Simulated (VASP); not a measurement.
# C (P6_3/mmc) in VASP: single point with PBEsol

Aim: the single point of C with PBEsol.

Everything below comes from runs of VASP 6.6.1. Logs are shortened: lines on timing, memory, paths and dates and some standing lists are left out, and cuts for length are marked.

## Step 1: The cell of the first run

Symmetry: P6_3/mmc, No. 194, hexagonal system. The conventional cell has a = 2.461 Å, b = 2.461 Å, c = 4.163 Å, α = 90.00°, β = 90.00°, γ = 120.00°. C (site symmetry 3m) has 4 C at 1.51 to 1.56 Å within 2.0 Å.

## Step 2: Single point, PBEsol

INCAR reads:

```
PREC = Accurate ; ENCUT = 1300
EDIFF = 1E-6 ; ISMEAR = 0
SIGMA = 0.01 ; LREAL = False
LASPH = True ; NELM = 120
ALGO = Normal ; ISIF = 2
LWAVE = False ; LCHARG = False
GGA = PS ; NBANDS = 16
GGA_COMPAT = False
```

KPOINTS reads:

```
regular mesh
0
Gamma
  9 9 6
```

POSCAR reads:

```
C
1.0
    2.4612466108      0.0000000000      0.0000000000
   -1.2306233054      2.1315020900      0.0000000000
    0.0000000000      0.0000000000      4.1625633114
C
4
Direct
    0.3333333333      0.6666666667      0.0000573175
    0.6666666667      0.3333333333      0.5000573175
    0.3333333333      0.6666666667      0.3739426825
    0.6666666667      0.3333333333      0.8739426825
```

Potentials or basis: VASP PAW PBE potentials, release 64 (C_h).

Run with:

```bash
cat potpaw_PBE.64/C_h/POTCAR > POTCAR
mpirun -np 1 vasp_std > vasp.out
```

OUTCAR:

```text
PREC = Accurate
   ENCUT = 1300
   EDIFF = 1E-6
   ISMEAR = 0
   LREAL = False
   LASPH = True
   NELM = 120
   ISIF = 2
   GGA = PS

 ion  position               nearest neighbor table
   1  0.333  0.667  0.000-   4 1.51   4 1.51   4 1.51
   2  0.667  0.333  0.500-   3 1.51   3 1.51   3 1.51
   3  0.333  0.667  0.374-   2 1.51   2 1.51   2 1.51
   4  0.667  0.333  0.874-   1 1.51   1 1.51   1 1.51

  LATTYP: Found a hexagonal cell.
 ALAT       =     2.4612466108
 C/A-ratio  =     1.6912418663

  Lattice vectors:

 A1 = (   2.4612466108,   0.0000000000,   0.0000000000)
 A2 = (  -1.2306233054,   2.1315020900,   0.0000000000)
 A3 = (   0.0000000000,   0.0000000000,   4.1625633114)

Analysis of symmetry for initial positions (statically):
=====================================================================
 Subroutine PRICEL returns:
 Original cell was already a primitive cell.

 Routine SETGRP: Setting up the symmetry group for a
 hexagonal supercell.

 Subroutine GETGRP returns: Found 24 space group operations
 (whereof  6 operations were pure point group operations)
 out of a pool of 24 trial point group operations.

The static configuration has the point symmetry C_3v.
 The point group associated with its full space group is D_6h.

Analysis of symmetry for dynamics (positions and initial velocities):
=====================================================================
 Subroutine PRICEL returns:
 Original cell was already a primitive cell.

 Routine SETGRP: Setting up the symmetry group for a
 hexagonal supercell.

 Subroutine GETGRP returns: Found 24 space group operations
 (whereof  6 operations were pure point group operations)
 out of a pool of 24 trial point group operations.

The dynamic configuration has the point symmetry C_3v.
 The point group associated with its full space group is D_6h.

 Subroutine INISYM returns: Found 24 space group operations
 (whereof  6 operations are pure point group operations),
 and found     1 'primitive' translations

----------------------------------------------------------------------------------------

                                     Primitive cell

  volume of cell :      21.8374

  direct lattice vectors                    reciprocal lattice vectors
     2.461246611  0.000000000  0.000000000     0.406298172  0.234576359  0.000000000
    -1.230623305  2.131502090  0.000000000     0.000000000  0.469152718  0.000000000
     0.000000000  0.000000000  4.162563311     0.000000000  0.000000000  0.240236586

  length of vectors
     2.461246611  2.461246611  4.162563311     0.469152719  0.469152718  0.240236586

  position of ions in fractional coordinates (direct lattice)
     0.333333333  0.666666667  0.000057318
     0.666666667  0.333333333  0.500057318
     0.333333333  0.666666667  0.373942683
     0.666666667  0.333333333  0.873942683

  ion indices of the primitive-cell ions
   primitive index   ion index
                 1           1
                 2           2
                 3           3
                 4           4

----------------------------------------------------------------------------------------

 KPOINTS: regular mesh

Automatic generation of k-mesh.
 Grid dimensions read from file:
 generate k-points for:    9    9    6

 Generating k-lattice:

  Cartesian coordinates                     Fractional coordinates (reciprocal lattice)
     0.045144241  0.026064040  0.000000000     0.111111111 -0.000000000  0.000000000
     0.000000000  0.052128080  0.000000000     0.000000000  0.111111111  0.000000000
     0.000000000  0.000000000  0.040039431     0.000000000  0.000000000  0.166666667

  Length of vectors
     0.052128080  0.052128080  0.040039431

  Shift w.r.t. Gamma in fractional coordinates (k-lattice)
     0.000000000  0.000000000  0.000000000

 Subroutine IBZKPT returns following result:
 ===========================================

 Found     48 irreducible k-points:

 Following reciprocal coordinates:
            Coordinates               Weight
  0.000000  0.000000  0.000000      1.000000
  0.111111  0.000000  0.000000      6.000000
  0.222222 -0.000000  0.000000      6.000000
  0.333333  0.000000  0.000000      6.000000
  0.444444 -0.000000  0.000000      6.000000
  0.111111  0.111111  0.000000      6.000000
[... 16 lines left out ...]
  0.333333  0.222222  0.166667     24.000000
  0.333333  0.333333  0.166667      4.000000
 [... further k-points ...]
   k-points           NKPTS =     48   k-points in BZ     NKDIM =     48   number of bands    NBANDS=     16
   number of dos      NEDOS =    301   number of ions     NIONS =      4
   total plane-waves  NPLWV =  45000
   dimension x,y,z NGX =    30 NGY =   30 NGZ =   50
   dimension x,y,z NGXF=    60 NGYF=   60 NGZF=  100
   ions per type =               4
   NGX,Y,Z   is equivalent  to a cutoff of  20.26, 20.26, 19.97 a.u.
   NGXF,Y,Z  is equivalent  to a cutoff of  40.53, 40.53, 39.94 a.u.
 SYSTEM =  unknown system
   PREC   = accura    normal or accurate (medium, high low for compatibility)
   ISTART =      0    job   : 0-new  1-cont  2-samecut
   ICHARG =      2    charge: 1-file 2-atom 10-const
   ISPIN  =      1    spin polarized calculation?
   LNONCOLLINEAR =      F non collinear calculations
   LSORBIT =      F    spin-orbit coupling
   LASPH  =      T    aspherical Exc in radial PAW
   ENCUT  = 1300.0 eV  95.55 Ry    9.77 a.u.   7.24  7.24 12.24*2*pi/ulx,y,z
   NELM   =    120;   NELMIN=  2; NELMDL= -5     # of ELM steps
   EDIFF  = 0.1E-05   stopping-criterion for ELM
   LREAL  =      F    real-space projection
   EDIFFG = 0.1E-04   stopping-criterion for IOM
   NSW    =      0    number of steps for IOM
   IBRION =     -1    ionic relax: 0-MD 1-quasi-New 2-CG
   NFREE  =      0    steps in history (QN), initial steepest desc. (CG)
   ISIF   =      2    stress and relaxation
   ISYM   =      2    0-nonsym 1-usesym 2-fastsym
   POTIM  = 0.5000    time-step for ionic-motion
   TEBEG  =    0.0;   TEEND  =   0.0 temperature during run
   PSTRESS=    0.0 pullay stress
   NELECT =      16.0000    total number of electrons
   NUPDOWN=      -1.0000    fix difference up-down
   EMIN   =  10.00;   EMAX   =-10.00  energy-range for DOS
   EFERMI =   0.00;   METHOD = LEGACY
   ISMEAR =     0;   SIGMA  =   0.01  broadening in eV -4-tet -1-fermi 0-gaus
   EFERMI_NEDOS =   21; number of points for ismear=-14 and -15
   IALGO  =     38    algorithm
   IMIX   =      4    mixing-type and parameters
     AMIX     =   0.40;   BMIX     =  1.00
     AMIX_MAG =   1.60;   BMIX_MAG =  1.00
  volume/ion in A,a.u.               =       5.46        36.84
  Fermi-wavevector in a.u.,A,eV,Ry     =   1.475868  2.788987 29.636033  2.178187
  Thomas-Fermi vector in A             =   2.590465
   LORBIT       =      0    0 simple, 1 ext, 2 COOP (PROOUT), +10 PAW based schemes
   GGA     = PS    functional components
   LHFCALC =     F    Hartree Fock is set to
   AEXX    =    0.0000 exact exchange contribution
   IVDW    =     0    specifies the selected vdW correction
   LEPSILON=     F    determine dielectric tensor
   LRPA    =     F    only Hartree local field effects (RPA)
 non-spin polarized calculation
 Gauss-broadening in eV      SIGMA  =   0.01
  energy-cutoff  :     1300.00
  volume of cell :       21.84
 maximum number of plane-waves:      2352
 NGX is ok and might be reduce to    30
   NGX = 15   NGY = 15   NGZ = 25

 number of electron      16.0000000 magnetization

 Free energy of the ion-electron system (eV)
  ---------------------------------------------------
  ext. energy  EPLUGINS =         0.00000000
  ---------------------------------------------------
  free energy    TOTEN  =       -38.41336823 eV

  energy without entropy =      -38.41336823  energy(sigma->0) =      -38.41336823

 E-fermi :  12.0141     XC(G=0): -13.7627

 val. band max:       11.8477802038   @ k =   0.0000   0.0000   0.0000
 cond. band min:      14.7249144774   @ k =   0.3333   0.3333   0.0000
 fundamental gap:      2.8771342736
 Fermi energy:        12.0141208759

 k-point     1 :       0.0000    0.0000    0.0000
  band No.  band energies     occupation
      1     -10.5376      2.00000
      2      -4.9191      2.00000
      3      -2.4054      2.00000
      4       8.7891      2.00000
      5       8.7891      2.00000
      6      11.2516      2.00000
[... 8 lines left out ...]
     15      27.0476      0.00000
     16      29.7812      0.00000

 k-point     2 :       0.1111    0.0000    0.0000
  band No.  band energies     occupation
      1     -10.2184      2.00000
      2      -4.6330      2.00000
      3      -2.1002      2.00000
      4       7.2954      2.00000
      5       8.1519      2.00000
      6      10.5652      2.00000
[... 8 lines left out ...]
     15      27.3865      0.00000
     16      28.4845      0.00000

 k-point     3 :       0.2222   -0.0000    0.0000
  band No.  band energies     occupation
      1      -9.2670      2.00000
      2      -3.7795      2.00000
      3      -1.2195      2.00000
      4       4.1651      2.00000
      5       6.9194      2.00000
      6       7.8817      2.00000
[... 8 lines left out ...]
     15      26.6278      0.00000
     16      27.9431      0.00000

 k-point     4 :       0.3333    0.0000    0.0000
  band No.  band energies     occupation
      1      -7.7084      2.00000
      2      -2.3770      2.00000
      3      -0.1901      2.00000
      4       1.1306      2.00000
      5       4.9187      2.00000
      6       5.8616      2.00000
[... 8 lines left out ...]
     15      27.2042      0.00000
     16      28.6809      0.00000
[... 324 lines left out ...]
 k-point    22 :       0.2222    0.2222    0.1667
  band No.  band energies     occupation
      1      -6.6110      2.00000
      2      -2.5544      2.00000
      3       0.4587      2.00000
      4       2.6296      2.00000
      5       2.9423      2.00000
      6       4.1697      2.00000
[... 8 lines left out ...]
     15      25.7647      0.00000
     16      28.1683      0.00000

 k-point    23 :       0.3333    0.2222    0.1667
  band No.  band energies     occupation
      1      -4.6224      2.00000
      2      -1.8294      2.00000
      3      -0.5868      2.00000
      4       1.7124      2.00000
      5       2.0730      2.00000
      6       3.9838      2.00000
[... 8 lines left out ...]
     15      27.3112      0.00000
     16      28.8446      0.00000

 k-point    24 :       0.3333    0.3333    0.1667
  band No.  band energies     occupation
      1      -2.8483      2.00000
      2      -2.8483      2.00000
      3       0.3735      2.00000
      4       1.0389      2.00000
      5       1.0389      2.00000
      6       3.8722      2.00000
[... 8 lines left out ...]
     15      28.0921      0.00000
     16      28.0921      0.00000

 [... further k-points ...]

------------------------ aborting loop because EDIFF is reached ----------------------------------------

  FORCE on cell =-STRESS in cart. coord.  units (eV):
  Direction    XX          YY          ZZ          XY          YZ          ZX
  --------------------------------------------------------------------------------------
  -------------------------------------------------------------------------------------
  Total        2.9329749      2.9329749      0.0238014      0.0000000      0.0000000     -0.0000000
  in kB      215.1875710    215.1875710      1.7462703      0.0000000      0.0000000     -0.0000000
  external PRESSURE =     144.0404708 kB  Pullay stress =       0.0000000 kB

 VOLUME and BASIS-vectors are now :
 -----------------------------------------------------------------------------
  energy-cutoff  :     1300.00
  volume of cell :       21.84
      direct lattice vectors                 reciprocal lattice vectors
     2.461246611  0.000000000  0.000000000     0.406298172  0.234576359  0.000000000
    -1.230623305  2.131502090  0.000000000     0.000000000  0.469152718  0.000000000
     0.000000000  0.000000000  4.162563311     0.000000000  0.000000000  0.240236586

 POSITION                                       TOTAL-FORCE (eV/Angst)
 -----------------------------------------------------------------------------------
     -0.00000      1.42100      0.00024         0.000000     -0.000000      0.001197
      1.23062      0.71050      2.08152        -0.000000      0.000000      0.001197
     -0.00000      1.42100      1.55656         0.000000     -0.000000     -0.001197
      1.23062      0.71050      3.63784         0.000000      0.000000     -0.001197
 -----------------------------------------------------------------------------------
    total drift:                               -0.000000      0.000000      0.000002

  FREE ENERGIE OF THE ION-ELECTRON SYSTEM (eV)
  ---------------------------------------------------
  free  energy   TOTEN  =       -38.4133682279 eV

  energy  without entropy=      -38.4133682279  energy(sigma->0) =      -38.41336823
```

Run time: 35 s. Hardware: 1 thread of Intel Xeon Platinum 8375C at 2.90GHz (Ice Lake), shared host; peak memory 0.21 GiB.

What came out:

* Free energy: -38.4134 eV
* Pressure: 14.4 GPa
* Band gap on the k mesh: 2.88 eV (least direct gap 4.96 eV)

Stress tensor (GPa, compression positive):
```
21.52  0.00  0.00
 0.00 21.52  0.00
 0.00  0.00  0.17
```

Caveat: the stress differs along the axes, from 0 to 22 GPa; the PAW data sets were made with another functional, which shifts forces and pressure a little. A k mesh can miss the band edges.
